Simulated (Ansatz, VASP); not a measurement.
**Fe in VASP and in Ansatz**

```
Fe
1.0
    -1.42583    1.42583    1.42583
     1.42583   -1.42583    1.42583
     1.42583    1.42583   -1.42583
Fe
1
Direct
  0.00000 0.00000 0.00000
```

Alike in both runs: functional PBEsol; k mesh 24 × 24 × 24; occupations fermi-dirac, width 0.08 eV; collinear spin; Hubbard terms Fe d U = 2.0 eV.

Ansatz relaxed the structure, and its values are those at the end. VASP's run is a single point on that final structure, the one shown.

|  | VASP | Ansatz |
| --- | --- | --- |
| version | VASP 6.6.1 | Ansatz 0.2.0 |
| potentials or method | VASP PAW PBE potentials, release 64 (Fe) | PAW with Ansatz's default frozen-core files, scalar-relativistic |
| plane-wave cutoff (eV) | 520 | 420 |
| valence electrons in the cell | 8 | 16 |

VASP gave:

| Property | Result |
| --- | --- |
| pressure (GPa) | -0.7 |
| net moment per atom (μB) | 2.67 |
| size of the moment on the site where the two differ most (μB) | 2.71 |

Question: What did Ansatz give for the same quantities?

Answer: Pressure (GPa): 0.0; net moment per atom (μB): 2.64; size of the moment on the site where the two differ most (μB): 2.71.

VASP's potentials were made for PBE, not for PBEsol. Site moments also hang on the region over which each program counts them. The programs project onto different local orbitals, so the same U acts differently, and such runs can settle in different states. VASP's potentials hold 8 valence electrons a cell and Ansatz's 16, so a difference there can come from the potentials and not from the codes. Ansatz's warnings: end state compared, filled band counts differ across k points.
